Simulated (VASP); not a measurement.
# SrCl2 (P-3m1) in VASP: further runs, part 2 of 2

VASP 6.6.1.

### 5 Single point, r2SCAN (biaxial xy strain +2.4%)

POSCAR reads:

```
SrCl2
1.0
    4.5143450539      0.0000000000      0.0000000000
   -2.2571725270      3.9095374981      0.0000000000
    0.0000000000      0.0000000000      5.5960650195
Sr Cl
1 2
Direct
    0.0000000000      0.0000000000      0.0000000000
    0.3333333333      0.6666666667      0.2394000416
    0.6666666667      0.3333333333      0.7605999584
```

INCAR.step1 reads:

```
PREC = Accurate ; ENCUT = 520
ISMEAR = 0 ; SIGMA = 0.01
LREAL = False ; LASPH = True
NELM = 100 ; NBANDS = 19
GGA = PE ; ALGO = Normal
EDIFF = 1E-4 ; LWAVE = True
LCHARG = False
```

INCAR.step2 reads:

```
PREC = Accurate ; ENCUT = 520
EDIFF = 1E-6 ; ISMEAR = 0
SIGMA = 0.01 ; LREAL = False
LASPH = True ; NELM = 100
ALGO = Normal ; ISIF = 2
LWAVE = False ; LCHARG = False
METAGGA = R2SCAN ; LMIXTAU = True
NBANDS = 19 ; ISTART = 1
```

KPOINTS reads:

```
Automatic mesh
0
Gamma
  6 6 6
```

Potentials or basis: VASP PAW PBE potentials, release 64 (Sr_sv, Cl).

Started as:

```console
$ cat potpaw_PBE.64/Sr_sv/POTCAR potpaw_PBE.64/Cl/POTCAR > POTCAR
$ cp INCAR.step1 INCAR
$ mpirun -np 1 vasp_std > vasp.out
$ cp INCAR.step2 INCAR
$ mpirun -np 1 vasp_std > vasp.out
```

OUTCAR:

```text
PREC = Accurate
   ENCUT = 520
   EDIFF = 1E-6
   ISMEAR = 0
   LREAL = False
   LASPH = True
   NELM = 100
   ISIF = 2
   METAGGA = R2SCAN
   ISTART = 1

 ion  position               nearest neighbor table
   1  0.000  0.000  0.000-   2 2.93   3 2.93   3 2.93   2 2.93   3 2.93   2 2.93
   2  0.333  0.667  0.239-   1 2.93   1 2.93   1 2.93
   3  0.667  0.333  0.761-   1 2.93   1 2.93   1 2.93

  LATTYP: Found a hexagonal cell.
 ALAT       =     4.5143450539
 C/A-ratio  =     1.2396183616

  Lattice vectors:

 A1 = (   4.5143450539,   0.0000000000,   0.0000000000)
 A2 = (  -2.2571725270,   3.9095374981,   0.0000000000)
 A3 = (   0.0000000000,   0.0000000000,   5.5960650195)

Analysis of symmetry for initial positions (statically):
=====================================================================
 Subroutine PRICEL returns:
 Original cell was already a primitive cell.

 Routine SETGRP: Setting up the symmetry group for a
 hexagonal supercell.

[... 165 lines left out ...]
  free energy    TOTEN  =       -35.43187535 eV

  energy without entropy =      -35.43187535  energy(sigma->0) =      -35.43187535

 E-fermi :  -1.2780     XC(G=0):  -8.0047

 val. band max:       -1.3878784114   @ k =   0.0000   0.0000   0.0000
 cond. band min:       4.2174476450   @ k =   0.0000   0.0000   0.0000
 fundamental gap:      5.6053260564
 Fermi energy:        -1.2779945306

 k-point     1 :       0.0000    0.0000    0.0000
  band No.  band energies     occupation
      1     -35.2473      2.00000
      2     -16.8613      2.00000
      3     -16.5831      2.00000
      4     -16.5831      2.00000
      5     -14.8158      2.00000
      6     -14.1641      2.00000
[... 505 lines left out ...]
      6     -14.3551      2.00000
[... 11 lines left out ...]
     18       8.0612      0.00000
     19       8.6792      0.00000

 [... further k-points ...]

------------------------ aborting loop because EDIFF is reached ----------------------------------------

  FORCE on cell =-STRESS in cart. coord.  units (eV):
  Direction    XX          YY          ZZ          XY          YZ          ZX
  --------------------------------------------------------------------------------------
  -------------------------------------------------------------------------------------
  Total       -0.4387905     -0.4387905      0.1647202      0.0000000      0.0000000     -0.0000000
  in kB       -7.1181135     -7.1181135      2.6721119      0.0000000      0.0000000     -0.0000000
  external PRESSURE =      -3.8547050 kB  Pullay stress =       0.0000000 kB

 VOLUME and BASIS-vectors are now :
 -----------------------------------------------------------------------------
  energy-cutoff  :      520.00
  volume of cell :       98.76
      direct lattice vectors                 reciprocal lattice vectors
     4.514345054  0.000000000  0.000000000     0.221516076  0.127892366  0.000000000
    -2.257172527  3.909537498  0.000000000     0.000000000  0.255784732  0.000000000
     0.000000000  0.000000000  5.596065020     0.000000000  0.000000000  0.178696994

 POSITION                                       TOTAL-FORCE (eV/Angst)
 -----------------------------------------------------------------------------------
      0.00000      0.00000      0.00000        -0.000000      0.000000      0.000000
     -0.00000      2.60636      1.33970         0.000000      0.000000      0.011989
      2.25717      1.30318      4.25637        -0.000000     -0.000000     -0.011989
 -----------------------------------------------------------------------------------
    total drift:                               -0.000000     -0.000000      0.000000

  FREE ENERGIE OF THE ION-ELECTRON SYSTEM (eV)
  ---------------------------------------------------
  free  energy   TOTEN  =       -35.4318753544 eV

  energy  without entropy=      -35.4318753544  energy(sigma->0) =      -35.43187535
```

OUTCAR.step1:

```text
PREC = Accurate
   ENCUT = 520
   ISMEAR = 0
   LREAL = False
   LASPH = True
[... 754 lines left out ...]
      0.00000      0.00000      0.00000         0.000000      0.000000      0.000000
     -0.00000      2.60636      1.33970        -0.000000     -0.000000      0.023898
      2.25717      1.30318      4.25637        -0.000000      0.000000     -0.023898
 -----------------------------------------------------------------------------------
    total drift:                               -0.000000     -0.000000      0.000000

  FREE ENERGIE OF THE ION-ELECTRON SYSTEM (eV)
  ---------------------------------------------------
  free  energy   TOTEN  =       -12.6144865623 eV

  energy  without entropy=      -12.6144865623  energy(sigma->0) =      -12.61448656
```

OSZICAR.step1:

```text
N       E                     dE             d eps       ncg     rms          rms(c)
DAV:   1     0.144278141328E+03    0.14428E+03   -0.11136E+04  1292   0.111E+03
DAV:   2    -0.249975945785E+01   -0.14678E+03   -0.14233E+03  1697   0.216E+02
DAV:   3    -0.126160385882E+02   -0.10116E+02   -0.10084E+02  1626   0.576E+01
DAV:   4    -0.129845189696E+02   -0.36848E+00   -0.36800E+00  2247   0.956E+00
DAV:   5    -0.129880799851E+02   -0.35610E-02   -0.35604E-02  1769   0.813E-01    0.143E+01
DAV:   6    -0.125968140581E+02    0.39127E+00   -0.82473E-01  1483   0.475E+00    0.911E+00
DAV:   7    -0.126081800413E+02   -0.11366E-01   -0.56074E-01  1715   0.416E+00    0.201E+00
DAV:   8    -0.126115182447E+02   -0.33382E-02   -0.73074E-02  1447   0.147E+00    0.555E-01
DAV:   9    -0.126126136724E+02   -0.10954E-02   -0.24970E-03  1697   0.309E-01    0.205E-01
DAV:  10    -0.126141839762E+02   -0.15703E-02   -0.10466E-03  1397   0.190E-01    0.393E-02
DAV:  11    -0.126144227078E+02   -0.23873E-03   -0.13009E-04  1584   0.658E-02    0.295E-02
DAV:  12    -0.126144865623E+02   -0.63855E-04   -0.43936E-05  1164   0.395E-02
   1 F= -.12614487E+02 E0= -.12614487E+02  d E =-.177310-107
```

Wall time 3.8 min (1 thread of Intel Xeon Platinum 8259CL at 2.50GHz (Skylake/Cascade Lake), shared host); peak memory 0.27 GiB.

What came out:

```yaml
Free_energy: -35.4319 eV
Pressure: -0.4 GPa
Largest_force: 0.012 eV/Å
Band_gap_on_the_k_mesh: 5.61 eV, direct
```

Forces in eV/Å, atoms in the order of the input:
```
Sr   0.000  0.000  0.000
Cl   0.000  0.000  0.012
Cl   0.000  0.000 -0.012
```

Caveat: the cell differs from its parent crystal (biaxial xy strain +2.4%); the PAW data sets were made with another functional, which shifts forces and pressure a little. A k mesh can miss the band edges.

### 6 Overview

```csv
level,cell,smearing,gap on the mesh (eV),pressure (GPa),largest force (eV/Å)
PBE,"a = 4.512, b = 4.512, c = 5.432 Å, angles 90.0, 90.0, 120.0°, 3 atoms",fermi-dirac 0.02 eV,4.94,0.5,0.02
PBE,"a = 4.514, b = 4.514, c = 5.596 Å, angles 90.0, 90.0, 120.0°, 3 atoms",fermi-dirac 0.02 eV,4.99,0.2,0.03
r2SCAN,"a = 4.512, b = 4.512, c = 5.432 Å, angles 90.0, 90.0, 120.0°, 3 atoms",gaussian 0.01 eV,5.55,-0.1,0.01
r2SCAN,"a = 4.514, b = 4.514, c = 5.596 Å, angles 90.0, 90.0, 120.0°, 3 atoms",gaussian 0.01 eV,5.61,-0.4,0.01
```

Alike in all rows: task single point; potentials or basis VASP PAW PBE potentials, release 64 (Sr_sv, Cl); no spin polarisation; k mesh 6 × 6 × 6; cutoff (eV) 520.

Caveats: the PAW data sets were made with another functional, which shifts forces and pressure a little (some runs).

Absolute energies hang on the potentials; compare differences alone.
